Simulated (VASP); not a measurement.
Write the native input for VASP 6.6.1 that does the following.

* Task: single point
* Functional: PBE
* Potentials or basis: VASP PAW PBE potentials, release 64 (C)
* Cutoff: 520 eV
* k mesh: 12 × 12 × 12
* Occupations: gaussian, width 0.05 eV
* Spin: no spin polarisation
* Dipole correction: no
* Further INCAR settings: ALGO = Normal; EDIFF = 1e-06; NBANDS = 11

The structure of C lies in POSCAR:

```
C
1.0
    0.0000000000      1.8846690200      1.7959011092
    1.8846690200      0.0000000000      1.7959011092
    1.8846690200      1.8846690200      0.0000000000
C
2
Direct
    0.5000000000      0.5000000000      0.5000000000
    0.7500000000      0.7500000000      0.7500000000
```

This cell differs from its parent crystal: volume 6.379 Å^3 an atom, c/a of the conventional cell 0.9529.

The input as run:

INCAR

```
PREC     = Accurate       # precision mode
ENCUT    = 520            # plane-wave cutoff, eV
EDIFF    = 1E-6           # SCF threshold, eV
ISMEAR   = 0              # smearing method
SIGMA    = 0.05           # smearing width, eV
LREAL    = False          # projectors in reciprocal space
LASPH    = True           # aspherical terms in the spheres
NELM     = 60             # most SCF steps
ALGO     = Normal         # electronic algorithm
ISIF     = 2              # what is computed and relaxed
LWAVE    = False          # write WAVECAR
LCHARG   = False          # write CHGCAR
GGA      = PE             # functional
NBANDS   = 11             # bands
```

KPOINTS

```
Automatic mesh
0
Gamma
  12 12 12
```

Potentials or basis: VASP PAW PBE potentials, release 64 (C).

Launch:

```console
$ cat potpaw_PBE.64/C/POTCAR > POTCAR
$ mpirun -np 1 vasp_std > vasp.out
```

Results of the run:

```
Pressure               : -39.3 GPa
Band gap on the k mesh : 2.79 eV, indirect (least direct gap 4.49 eV)
```

It took 13 s on 1 thread of Intel Xeon 6975P-C, with other jobs on the host, peak memory 0.13 GiB.
